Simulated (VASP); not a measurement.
# MnV (Pm-3m) in VASP: a series of runs, part 2 of 2

VASP 6.6.1. Earlier steps stand in the parts before.

## (3) Vibrations by perturbation theory, LDA

This run uses another cell than the first one, of 10.88 Å³/atom.

Input file INCAR:

```
SYSTEM = MnV
  PREC = Accurate
  ENCUT = 520
  EDIFF = 1E-8
  ISMEAR = -1
  SIGMA = 0.15
  LREAL = .False.
  LASPH = .True.
  NELM = 100
  ALGO = Normal
  ISIF = 2
  LWAVE = .False.
  LCHARG = .False.
  IBRION = 8
  NSW = 1
```

Input file KPOINTS:

```
Automatic mesh
0
Gamma
  16 16 16
  0 0 0
```

Input file POSCAR:

```
MnV
1.0
    2.7918514865      0.0000000000      0.0000000000
    0.0000000000      2.7918514865      0.0000000000
    0.0000000000      0.0000000000      2.7918514865
Mn V
1 1
Direct
    0.0000000000      0.0000000000      0.0000000000
    0.5000000000      0.5000000000      0.5000000000
```

Potentials or basis: VASP PAW LDA potentials, release 64 (Mn_pv, V_sv).

The run is started by

```
$ cat potpaw_LDA.64/Mn_pv/POTCAR potpaw_LDA.64/V_sv/POTCAR > POTCAR
$ mpirun -np 1 vasp_std > vasp.out
```

OUTCAR:

```text
SYSTEM = MnV
   PREC = Accurate
   ENCUT = 520
   EDIFF = 1E-8
   ISMEAR = -1
   LREAL = .False.
   LASPH = .True.
   NELM = 100
   ISIF = 2
   IBRION = 8
   NSW = 1

 ion  position               nearest neighbor table
   1  0.000  0.000  0.000-   2 2.42   2 2.42   2 2.42   2 2.42   2 2.42   2 2.42   2 2.42   2 2.42

   2  0.500  0.500  0.500-   1 2.42   1 2.42   1 2.42   1 2.42   1 2.42   1 2.42   1 2.42   1 2.42

  LATTYP: Found a simple cubic cell.
 ALAT       =     2.7918514865

[... 737 lines left out ...]
               1X          1Y          1Z          2X          2Y          2Z
  1X    -7.187897    0.000000   -0.000000    7.187897   -0.000000    0.000000
  1Y     0.000000   -7.187897   -0.000000   -0.000000    7.187897    0.000000
  1Z     0.000000   -0.000000   -7.187897    0.000000    0.000000    7.187897
  2X     7.177460    0.000000   -0.000000   -7.177460   -0.000000    0.000000
  2Y     0.000000    7.177460    0.000000   -0.000000   -7.177460   -0.000000
  2Z     0.000000    0.000000    7.177460   -0.000000   -0.000000   -7.177460

 Eigenvectors and eigenvalues of the dynamical matrix
 ----------------------------------------------------

   1 f  =    8.149346 THz    51.203852 2PiTHz  271.832929 cm-1    33.702973 meV
             X         Y         Z           dx          dy          dz
      0.000000  0.000000  0.000000     0.605974    0.195759    0.275610
      1.395926  1.395926  1.395926    -0.628842   -0.203147   -0.286010
[... 21 lines left out ...]
   6 f/i=    0.002958 THz     0.018587 2PiTHz    0.098676 cm-1     0.012234 meV
             X         Y         Z           dx          dy          dz
      0.000000  0.000000  0.000000     0.015878   -0.117930   -0.710178
      1.395926  1.395926  1.395926     0.015301   -0.113641   -0.684353

--------------------------------------------------------------------------------------------------------

 ELASTIC MODULI CONTR FROM IONIC RELAXATION (kBar)
 Direction    XX          YY          ZZ          XY          YZ          ZX
 --------------------------------------------------------------------------------
 XX           0.0000      0.0000      0.0000      0.0000      0.0000      0.0000
 YY           0.0000      0.0000      0.0000      0.0000      0.0000      0.0000
 ZZ           0.0000      0.0000      0.0000      0.0000      0.0000      0.0000
 XY           0.0000      0.0000      0.0000      0.0000      0.0000      0.0000
 YZ           0.0000      0.0000      0.0000      0.0000      0.0000      0.0000
 ZX           0.0000      0.0000      0.0000      0.0000      0.0000      0.0000
 --------------------------------------------------------------------------------
```

OSZICAR:

```text
N       E                     dE             d eps       ncg     rms          rms(c)
DAV:   1     0.287329107650E+03    0.28733E+03   -0.16214E+04  5698   0.199E+03
DAV:   2    -0.133909011532E+02   -0.30072E+03   -0.29782E+03  5671   0.559E+02
DAV:   3    -0.236454546559E+02   -0.10255E+02   -0.10127E+02  6775   0.120E+02
DAV:   4    -0.238056696776E+02   -0.16022E+00   -0.15971E+00  6714   0.145E+01
[... 63 lines left out ...]
RMM:  21    -0.960332673387E+00    0.19943E-06   -0.25844E-07 33480   0.385E-04    0.624E-06
RMM:  22    -0.960332521081E+00    0.15231E-06   -0.14459E-07 32723   0.373E-04    0.428E-06
RMM:  23    -0.960332429351E+00    0.91730E-07   -0.21380E-07 29408   0.363E-04    0.391E-06
RMM:  24    -0.960332428493E+00    0.85846E-09   -0.20768E-07 24155   0.351E-04    0.458E-06
RMM:  25    -0.960332427280E+00    0.12126E-08   -0.19190E-07 15510   0.348E-04    0.388E-06
 Linear response finished
```

stdout:

```text
POSCAR found type information on POSCAR MnV
 POSCAR found :  2 types and       2 ions
 scaLAPACK will be used
 LDA part: xc-table for (Slater(with rela. corr.)+CA(PZ))
 , standard interpolation
 POSCAR, INCAR and KPOINTS ok, starting setup
 FFT: planning ... GRIDC
 FFT: planning ... GRID_SOFT
 FFT: planning ... GRID
 WAVECAR not read
 entering main loop
 Linear response reoptimize wavefunctions to high precision
 Linear response DOF=           2
 Linear response progress:
 first order change of Fermi-energy   0.32790E-02
 force on displaced ion       1 direction 1 :  -7.188  -0.000   0.000
 Linear response progress:
 first order change of Fermi-energy  -0.26272E-02
 force on displaced ion       2 direction 1 :  -7.177  -0.000   0.000
 Linear response finished
```

Run time: 7.6 min. Hardware: 1 thread of Intel Xeon 8259CL, shared host; peak memory 0.43 GiB.

Results:

- Highest phonon frequency at Γ: 272 cm⁻¹

Phonon frequencies in cm⁻¹ (negative: imaginary):
| q point | frequencies |
| --- | --- |
| (0.000, 0.000, 0.000) | 0 0 0 272 272 272 |

Caveat: the cell stands under pressure or tension, which shifts response properties; the run has no spin polarisation, though such a crystal can be magnetic. Spin polarisation is off, so any magnetic state and its effect on volume and gap are missing.

## (4) Vibrations by perturbation theory, LDA

This run uses another cell than the first one, of 11.03 Å³/atom.

Input file INCAR:

```
  ALGO = Normal
  EDIFF = 1E-8
  ENCUT = 520
  GGA = CA
  IBRION = 8
  ISIF = 2
  ISMEAR = -1
  LASPH = True
  LCHARG = False
  LREAL = False
  LWAVE = False
  NELM = 60
  NSW = 1
  PREC = Accurate
  SIGMA = 0.15
```

Input file KPOINTS:

```
k-points
0
Gamma
  16 16 16
```

Input file POSCAR:

```
MnV
1.0
    2.8044622534      0.0000000000      0.0000000000
    0.0000000000      2.8044622534      0.0000000000
    0.0000000000      0.0000000000      2.8044622534
Mn V
1 1
Direct
    0.0000000000      0.0000000000      0.0000000000
    0.5000000000      0.5000000000      0.5000000000
```

Potentials or basis: VASP PAW LDA potentials, release 64 (Mn_pv, V_sv).

The run is started by

```
$ cat potpaw_LDA.64/Mn_pv/POTCAR potpaw_LDA.64/V_sv/POTCAR > POTCAR
$ mpirun -np 1 vasp_std > vasp.out
```

OUTCAR:

```text
EDIFF = 1E-8
   ENCUT = 520
   GGA = CA
   IBRION = 8
   ISIF = 2
   ISMEAR = -1
   LASPH = True
   LREAL = False
   NELM = 60
   NSW = 1
   PREC = Accurate

 ion  position               nearest neighbor table
   1  0.000  0.000  0.000-   2 2.43   2 2.43   2 2.43   2 2.43   2 2.43   2 2.43   2 2.43   2 2.43

   2  0.500  0.500  0.500-   1 2.43   1 2.43   1 2.43   1 2.43   1 2.43   1 2.43   1 2.43   1 2.43

  LATTYP: Found a simple cubic cell.
 ALAT       =     2.8044622534

  Lattice vectors:

 A1 = (   2.8044622534,   0.0000000000,   0.0000000000)
 A2 = (   0.0000000000,   2.8044622534,   0.0000000000)
 A3 = (   0.0000000000,   0.0000000000,   2.8044622534)

Analysis of symmetry for initial positions (statically):
=====================================================================
 Subroutine PRICEL returns:
 Original cell was already a primitive cell.

 Routine SETGRP: Setting up the symmetry group for a
 simple cubic supercell.

[... 707 lines left out ...]

 INTERNAL STRAIN TENSOR  FOR ION    2  DIRECTION 1   (eV/Angst):
 -----------------------------------------------------------------------------
    -0.05075 -0.00000  0.00000
    -0.00000  0.02570 -0.00000
     0.00000 -0.00000  0.02570

 INTERNAL STRAIN TENSOR FOR ION    2 for displacements in x,y,z  (eV/Angst):
          X           Y           Z          XY          YZ          ZX
  --------------------------------------------------------------------------------
  x     0.00000     0.00000     0.00000     0.00000     0.00000     0.00000
  y     0.00000     0.00000     0.00000     0.00000     0.00000     0.00000
  z     0.00000     0.00000     0.00000     0.00000     0.00000     0.00000

 SECOND DERIVATIVES (NOT SYMMETRIZED)
 ------------------------------------
               1X          1Y          1Z          2X          2Y          2Z
  1X    -6.820100   -0.000000    0.000000    6.820100    0.000000   -0.000000
  1Y    -0.000000   -6.820100    0.000000    0.000000    6.820100   -0.000000
  1Z    -0.000000   -0.000000   -6.820100    0.000000    0.000000    6.820100
  2X     6.768923    0.000000   -0.000000   -6.768923   -0.000000    0.000000
  2Y     0.000000    6.768923   -0.000000   -0.000000   -6.768923    0.000000
  2Z     0.000000    0.000000    6.768923   -0.000000   -0.000000   -6.768923

 Eigenvectors and eigenvalues of the dynamical matrix
 ----------------------------------------------------

   1 f  =    7.925643 THz    49.798283 2PiTHz  264.370990 cm-1    32.777810 meV
             X         Y         Z           dx          dy          dz
      0.000000  0.000000  0.000000    -0.694986    0.000000    0.000000
      1.402231  1.402231  1.402231     0.719023   -0.000000    0.000000
[... 21 lines left out ...]
   6 f/i=    0.014916 THz     0.093718 2PiTHz    0.497532 cm-1     0.061686 meV
             X         Y         Z           dx          dy          dz
      0.000000  0.000000  0.000000    -0.719023    0.000000   -0.000000
      1.402231  1.402231  1.402231    -0.694986   -0.000000    0.000000

--------------------------------------------------------------------------------------------------------

 ELASTIC MODULI CONTR FROM IONIC RELAXATION (kBar)
 Direction    XX          YY          ZZ          XY          YZ          ZX
 --------------------------------------------------------------------------------
 XX           0.0000      0.0000      0.0000      0.0000      0.0000      0.0000
 YY           0.0000      0.0000      0.0000      0.0000      0.0000      0.0000
 ZZ           0.0000      0.0000      0.0000      0.0000      0.0000      0.0000
 XY           0.0000      0.0000      0.0000      0.0000      0.0000      0.0000
 YZ           0.0000      0.0000      0.0000      0.0000      0.0000      0.0000
 ZX           0.0000      0.0000      0.0000      0.0000      0.0000      0.0000
 --------------------------------------------------------------------------------
```

OSZICAR:

```text
N       E                     dE             d eps       ncg     rms          rms(c)
DAV:   1     0.285817957885E+03    0.28582E+03   -0.16170E+04  5746   0.198E+03
DAV:   2    -0.129818523946E+02   -0.29880E+03   -0.29576E+03  5673   0.557E+02
DAV:   3    -0.236764657864E+02   -0.10695E+02   -0.10499E+02  6588   0.121E+02
DAV:   4    -0.238595141886E+02   -0.18305E+00   -0.18236E+00  6721   0.152E+01
[... 62 lines left out ...]
RMM:  15    -0.961369474848E+00   -0.22126E-07    0.18969E-07 28133   0.418E-04    0.992E-06
RMM:  16    -0.961369496271E+00   -0.21423E-07    0.11504E-07 24285   0.353E-04    0.130E-05
RMM:  17    -0.961369474718E+00    0.21553E-07    0.16884E-07 22418   0.310E-04    0.146E-05
RMM:  18    -0.961369440180E+00    0.34538E-07    0.92654E-08 24262   0.280E-04    0.151E-05
RMM:  19    -0.961369331206E+00    0.10897E-06    0.16395E-07 28960   0.265E-04    0.127E-05
 Linear response finished
```

Run time: 7.4 min. Hardware: 1 thread of Intel Xeon 8259CL, shared host; peak memory 0.43 GiB.

What came out:

| Quantity | Value |
| --- | --- |
| Highest phonon frequency at Γ | 264 cm⁻¹ |

Phonon frequencies in cm⁻¹ (negative: imaginary):
```
              q point        frequencies
(0.000, 0.000, 0.000)  0 0 0 264 264 264
```

Caveat: the cell stands under pressure or tension, which shifts response properties; the run has no spin polarisation, though such a crystal can be magnetic. Spin polarisation is off, so any magnetic state and its effect on volume and gap are missing.
